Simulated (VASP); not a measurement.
# SnTe (Fm-3m) in VASP: a series of runs, part 2 of 2

VASP 6.6.1. The steps go on from the part before.

### Step 3. Relaxation of cell and atoms, PBE, target pressure 5 GPa, at which the enthalpy is minimised

INCAR

```
  ALGO = Normal
  EDIFF = 1E-6
  EDIFFG = -0.01
  ENCUT = 600
  GGA = PE
  IBRION = 2
  ISIF = 3
  ISMEAR = -1
  LASPH = T
  LCHARG = F
  LREAL = F
  LWAVE = F
  NELM = 80
  NSW = 60
  PREC = Accurate
  PSTRESS = 50.0
  SIGMA = 0.05
```

KPOINTS

```
k-points
0
Gamma
  7 7 7
```

POSCAR

```
SnTe
1.0
    0.0000000000      3.1508500000      3.1508500000
    3.1508500000      0.0000000000      3.1508500000
    3.1508500000      3.1508500000      0.0000000000
Te Sn
1 1
Direct
    0.5000000000      0.5000000000      0.5000000000
    0.0000000000      0.0000000000      0.0000000000
```

Potentials or basis: VASP PAW PBE potentials, release 64 (Te, Sn_d).

Started as:

```console
> cat potpaw_PBE.64/Te/POTCAR potpaw_PBE.64/Sn_d/POTCAR > POTCAR
> mpirun -np 1 vasp_std > vasp.out
```

OUTCAR:

```text
EDIFF = 1E-6
   EDIFFG = -0.01
   ENCUT = 600
   GGA = PE
   IBRION = 2
   ISIF = 3
   ISMEAR = -1
   LASPH = T
   LREAL = F
   NELM = 80
   NSW = 60
   PREC = Accurate
   PSTRESS = 50.0

 ion  position               nearest neighbor table
   1  0.500  0.500  0.500-   2 3.15   2 3.15   2 3.15   2 3.15   2 3.15   2 3.15
   2  0.000  0.000  0.000-   1 3.15   1 3.15   1 3.15   1 3.15   1 3.15   1 3.15

  LATTYP: Found a face centered cubic cell.
 ALAT       =     6.3017000000

  Lattice vectors:

 A1 = (   0.0000000000,   3.1508500000,   3.1508500000)
 A2 = (   3.1508500000,   0.0000000000,   3.1508500000)
 A3 = (   3.1508500000,   3.1508500000,   0.0000000000)

Analysis of symmetry for initial positions (statically):
[... 33 lines left out ...]
                                     Primitive cell

  volume of cell :      62.5624

  direct lattice vectors                    reciprocal lattice vectors
     0.000000000  3.150850000  3.150850000    -0.158687338  0.158687338  0.158687338
     3.150850000  0.000000000  3.150850000     0.158687338 -0.158687338  0.158687338
     3.150850000  3.150850000  0.000000000     0.158687338  0.158687338 -0.158687338

  length of vectors
     4.455974803  4.455974803  4.455974803     0.274854533  0.274854533  0.274854533

  position of ions in fractional coordinates (direct lattice)
[... 113 lines left out ...]

 number of electron      19.9999998 magnetization

 Free energy of the ion-electron system (eV)
  ---------------------------------------------------
  ext. energy  EPLUGINS =         0.00000000
  ---------------------------------------------------
  free energy    TOTEN  =        -7.54738237 eV

  energy without entropy =       -7.54730965  energy(sigma->0) =       -7.54734601

------------------------ aborting loop because EDIFF is reached ----------------------------------------

  FORCE on cell =-STRESS in cart. coord.  units (eV):
  Direction    XX          YY          ZZ          XY          YZ          ZX
  --------------------------------------------------------------------------------------
  -------------------------------------------------------------------------------------
  Total        0.8515375      0.8515375      0.8515375     -0.0000000     -0.0000000      0.0000000
  in kB       21.8072646     21.8072646     21.8072646     -0.0000000     -0.0000000      0.0000000
  external PRESSURE =     -28.1927354 kB  Pullay stress =      50.0000000 kB
[... 63 lines left out ...]
--------------------------------------- Ionic step        3  -------------------------------------------

 number of electron      19.9999999 magnetization

 Free energy of the ion-electron system (eV)
  ---------------------------------------------------
  ext. energy  EPLUGINS =         0.00000000
  ---------------------------------------------------
  free energy    TOTEN  =        -7.48041899 eV

  energy without entropy =       -7.48030136  energy(sigma->0) =       -7.48036018

 E-fermi :   7.6713     XC(G=0):  -9.7227

 val. band max:        7.3836868743   @ k =   0.4286   0.0000   0.0000
 cond. band min:       8.0025534121   @ k =   0.4286   0.0000   0.0000
 fundamental gap:      0.6188665378
 Fermi energy:         7.6712785647

 k-point     1 :       0.0000    0.0000    0.0000
  band No.  band energies     occupation
      1     -14.3379      2.00000
      2     -14.3379      2.00000
      3     -14.3287      2.00000
      4     -14.3287      2.00000
      5     -14.3287      2.00000
      6      -5.5955      2.00000
      7       3.1221      2.00000
      8       5.3082      2.00000
      9       5.3082      2.00000
     10       5.3082      2.00000
     11      11.0500      0.00000
     12      11.0500      0.00000
     13      11.0500      0.00000
     14      12.2500      0.00000
[... 354 lines left out ...]
  energy  without entropy=       -7.4803013608  energy(sigma->0) =       -7.48036018

  enthalpy is  TOTEN    =        -5.6225644174 eV   P V=        1.8578545775

 reached required accuracy - stopping structural energy minimisation
```

OSZICAR:

```text
N       E                     dE             d eps       ncg     rms          rms(c)
DAV:   1     0.128822349403E+03    0.12882E+03   -0.10578E+04   560   0.184E+03
DAV:   2     0.345032318324E+01   -0.12537E+03   -0.12228E+03   596   0.389E+02
DAV:   3    -0.729038269357E+01   -0.10741E+02   -0.10506E+02   728   0.992E+01
[... 23 lines left out ...]
DAV:   3    -0.748176367547E+01    0.31546E-01   -0.92631E-02   686   0.485E+00    0.188E-01
DAV:   4    -0.748091196092E+01    0.85171E-03   -0.26241E-03   590   0.520E-01    0.200E-01
DAV:   5    -0.748042949819E+01    0.48246E-03   -0.38644E-04   804   0.169E-01    0.419E-02
DAV:   6    -0.748041945259E+01    0.10046E-04   -0.42526E-05   686   0.114E-01    0.125E-02
DAV:   7    -0.748041899497E+01    0.45762E-06   -0.24172E-06   468   0.187E-02
   3 F= -.56225644E+01 E0= -.56225056E+01  d E =-.275992E-01
```

Wall time 1.7 min (1 thread of Intel Xeon 8259CL, shared host); peak memory 0.22 GiB.

Results:

| Property | Result |
| --- | --- |
| Free energy | -7.4804 eV |
| Relaxed volume | 29.77 Å³/atom |
| Relaxed cell | a = 4.383 Å, b = 4.383 Å, c = 4.383 Å, α = 60.00°, β = 60.00°, γ = 60.00° |
| Space group after relaxing (to 0.05 Å) | Fm-3m (No. 225) |
| Energy change on relaxing (the enthalpy is what falls) | +33.5 meV/atom |
| Ionic steps | 3 |
| Pressure after relaxing | 5.0 GPa |

The path:
| step | energy change (eV) | largest force (eV/Å) | pressure (GPa) | volume (Å³) |
| --- | --- | --- | --- | --- |
| 1 | 0.0000 | 0.0000 | 2.18 | 62.56 |
| 2 | 0.1349 | 0.0000 | 6.99 | 57.71 |
| 3 | 0.0670 | 0.0000 | 4.99 | 59.53 |

Final structure:
```xyz
2
Lattice="0.0000 3.0991 3.0991 3.0991 0.0000 3.0991 3.0991 3.0991 0.0000" Properties=species:S:1:pos:R:3 pbc="T T T"
Te    3.0991    3.0991    3.0991
Sn    0.0000    0.0000    0.0000
```

Caveat: this odd mesh misses L, where the gap lies, so gap, dielectric constants and Born charges aren't listed; the cell is relaxed towards a set pressure, so the enthalpy falls and the energy may rise; spin-orbit coupling is left out, which moves the levels of the heavy elements.

### Step 4. Relaxation of cell and atoms, PBE, target pressure 10 GPa, at which the enthalpy is minimised

INCAR

```
SYSTEM = SnTe
  ALGO = Normal
  EDIFF = 1E-7
  EDIFFG = -0.01
  ENCUT = 600
  GGA = PE
  IBRION = 2
  ISIF = 3
  ISMEAR = -1
  LASPH = .True.
  LCHARG = .False.
  LREAL = .False.
  LWAVE = .False.
  NELM = 80
  NSW = 60
  PREC = Accurate
  PSTRESS = 100.0
  SIGMA = 0.05
```

KPOINTS

```
k-points
0
Gamma
  7 7 7
  0 0 0
```

POSCAR is that of step 3.

Started as:

```console
> cat potpaw_PBE.64/Te/POTCAR potpaw_PBE.64/Sn_d/POTCAR > POTCAR
> mpirun -np 1 vasp_std > vasp.out
```

Wall time 2.4 min (1 thread of Intel Xeon 8259CL, shared host); peak memory 0.22 GiB.

Results (log left out):

| Property | Result |
| --- | --- |
| Free energy | -7.2952 eV |
| Relaxed volume | 27.74 Å³/atom |
| Relaxed cell | a = 4.281 Å, b = 4.281 Å, c = 4.281 Å, α = 60.00°, β = 60.00°, γ = 60.00° |
| Space group after relaxing (to 0.05 Å) | Fm-3m (No. 225) |
| Energy change on relaxing (the enthalpy is what falls) | +126.1 meV/atom |
| Ionic steps | 4 |
| Pressure after relaxing | 10.0 GPa |

Step by step:
```csv
step,energy change (eV),largest force (eV/Å),pressure (GPa),volume (Å³)
1,0.0000,0.0000,2.23,62.56
2,0.7856,0.0000,20.91,49.80
3,0.2440,0.0000,9.81,55.62
4,0.2522,0.0000,10.00,55.49
```

Final structure:
```
Te Sn
1.0
     0.00000    3.02728    3.02728
     3.02728    0.00000    3.02728
     3.02728    3.02728    0.00000
Te Sn
1 1
Direct
  0.50000 0.50000 0.50000
  0.00000 0.00000 0.00000
```

Levels at points of the mesh, in eV from the Fermi level:
| k point | band 8 | band 9 | band 10 | band 11 | band 12 | band 13 |
| --- | --- | --- | --- | --- | --- | --- |
| (0.00, 0.00, 0.00) | -2.52 | -2.52 | -2.52 | 3.57 | 3.57 | 3.57 |

Caveat: this odd mesh misses L, where the gap lies, so gap, dielectric constants and Born charges aren't listed; the cell is relaxed towards a set pressure, so the enthalpy falls and the energy may rise; spin-orbit coupling is left out, which moves the levels of the heavy elements.

### Step 5. Relaxation of cell and atoms, PBE, target pressure 20 GPa, at which the enthalpy is minimised

INCAR

```
SYSTEM = SnTe
ALGO = Normal ; EDIFF = 1E-7
EDIFFG = -0.01 ; ENCUT = 600
GGA = PE ; IBRION = 2
ISIF = 3 ; ISMEAR = -1
LASPH = .TRUE. ; LCHARG = .FALSE.
LREAL = .FALSE. ; LWAVE = .FALSE.
NELM = 80 ; NSW = 60
PREC = Accurate ; PSTRESS = 200.0
SIGMA = 0.05
```

KPOINTS

```
k-points
0
G
  7 7 7
  0 0 0
```

POSCAR is that of step 4.

Potentials or basis: VASP PAW PBE potentials, release 64 (Te, Sn_d).

Started as:

```console
> cat potpaw_PBE.64/Te/POTCAR potpaw_PBE.64/Sn_d/POTCAR > POTCAR
> mpirun -np 1 vasp_std > vasp.out
```

OUTCAR:

```text
SYSTEM = SnTe
   EDIFF = 1E-7
   EDIFFG = -0.01
   ENCUT = 600
   GGA = PE
   IBRION = 2
   ISIF = 3
   ISMEAR = -1
   LASPH = .TRUE.
   LREAL = .FALSE.
   NELM = 80
   NSW = 60
   PREC = Accurate
   PSTRESS = 200.0

 ion  position               nearest neighbor table
   1  0.500  0.500  0.500-   2 3.15   2 3.15   2 3.15   2 3.15   2 3.15   2 3.15
   2  0.000  0.000  0.000-   1 3.15   1 3.15   1 3.15   1 3.15   1 3.15   1 3.15

  LATTYP: Found a face centered cubic cell.
 ALAT       =     6.3017000000

  Lattice vectors:

 A1 = (   0.0000000000,   3.1508500000,   3.1508500000)
 A2 = (   3.1508500000,   0.0000000000,   3.1508500000)
 A3 = (   3.1508500000,   3.1508500000,   0.0000000000)

Analysis of symmetry for initial positions (statically):
[... 33 lines left out ...]
                                     Primitive cell

  volume of cell :      62.5624

[... 119 lines left out ...]
   NGX = 17   NGY = 17   NGZ = 17

--------------------------------------- Ionic step        1  -------------------------------------------

 number of electron      19.9999998 magnetization

 Free energy of the ion-electron system (eV)
  ---------------------------------------------------
  ext. energy  EPLUGINS =         0.00000000
  ---------------------------------------------------
  free energy    TOTEN  =        -7.54738186 eV

  energy without entropy =       -7.54730906  energy(sigma->0) =       -7.54734546

 E-fermi :   7.0299     XC(G=0):  -9.4968

 val. band max:        6.7137057642   @ k =   0.4286   0.0000   0.0000
 cond. band min:       7.3752897576   @ k =   0.4286   0.0000   0.0000
 fundamental gap:      0.6615839934
 Fermi energy:         7.0298949395
[... 836 lines left out ...]
--------------------------------------- Ionic step        5  -------------------------------------------

 number of electron      20.0000002 magnetization

 Free energy of the ion-electron system (eV)
  ---------------------------------------------------
  ext. energy  EPLUGINS =         0.00000000
  ---------------------------------------------------
  free energy    TOTEN  =        -6.81283920 eV

  energy without entropy =       -6.80964985  energy(sigma->0) =       -6.81124452

 E-fermi :  10.0177     XC(G=0): -10.5226

 val. band max:        9.9183504282   @ k =  -0.1429   0.1429   0.0000
 cond. band min:      10.1262357268   @ k =   0.4286   0.0000   0.0000
 fundamental gap:      0.2078852987
 Fermi energy:        10.0177107177
[... 371 lines left out ...]
  energy  without entropy=       -6.8096498468  energy(sigma->0) =       -6.81124452

  enthalpy is  TOTEN    =        -0.5459731270 eV   P V=        6.2668660736

 reached required accuracy - stopping structural energy minimisation
```

CONTCAR:

```text
SnTe
   1.00000000000000
     0.0000000000000000    2.9279725549016633    2.9279725549016633
     2.9279725549016633    0.0000000000000000    2.9279725549016633
     2.9279725549016633    2.9279725549016633   -0.0000000000000000
  Te              Sn
     1     1
Direct
     0.5000000000000000    0.5000000000000000    0.5000000000000000
     0.0000000000000000    0.0000000000000000    0.0000000000000000

  0.00000000E+00  0.00000000E+00  0.00000000E+00
  0.00000000E+00  0.00000000E+00  0.00000000E+00
```

Wall time 3.1 min (1 thread of Intel Xeon 8259CL, shared host); peak memory 0.23 GiB.

Results:

* Free energy: -6.8128 eV
* Relaxed volume: 25.10 Å³/atom
* Relaxed cell: a = 4.141 Å, b = 4.141 Å, c = 4.141 Å, α = 60.00°, β = 60.00°, γ = 60.00°
* Space group after relaxing (to 0.05 Å): Fm-3m (No. 225)
* Energy change on relaxing (the enthalpy is what falls): +367.3 meV/atom
* Ionic steps: 5
* Pressure after relaxing: 20.0 GPa

The path:
```tsv
step	energy change (eV)	largest force (eV/Å)	pressure (GPa)	volume (Å³)
1	0.0000	0.0000	2.23	62.56
2	4.8817	0.0000	92.31	36.11
3	0.6388	0.0000	18.20	51.01
4	0.7049	0.0000	19.45	50.44
5	0.7345	0.0000	20.00	50.20
```

Final structure:
```xyz
2
Lattice="0.0000 2.9280 2.9280 2.9280 0.0000 2.9280 2.9280 2.9280 0.0000" Properties=species:S:1:pos:R:3 pbc="T T T"
Te    2.9280    2.9280    2.9280
Sn    0.0000    0.0000    0.0000
```

Caveat: this odd mesh misses L, where the gap lies, so gap, dielectric constants and Born charges aren't listed; the cell is relaxed towards a set pressure, so the enthalpy falls and the energy may rise; the volume moved by over 15 % at a fixed basis, so the end points are rough; spin-orbit coupling is left out, which moves the levels of the heavy elements.

### Step 6. The runs side by side

| cell | pressure (GPa) |
| --- | --- |
| relaxed to 2 GPa | 2.0 |
| relaxed to 5 GPa | 5.0 |
| relaxed to 10 GPa | 10.0 |
| relaxed to 20 GPa | 20.0 |

Alike in all rows: task relaxation of cell and atoms; level PBE; potentials or basis VASP PAW PBE potentials, release 64 (Te, Sn_d); no spin polarisation; k mesh 7 × 7 × 7; cutoff (eV) 600; smearing fermi-dirac 0.05 eV.

Caveats: the cell is relaxed towards a set pressure, so the enthalpy falls and the energy may rise; spin-orbit coupling is left out, which moves the levels of the heavy elements; the volume moved by over 15 % at a fixed basis, so the end points are rough (some runs).

Total energies depend on the potentials used, so only differences within one code and one set of settings carry meaning.
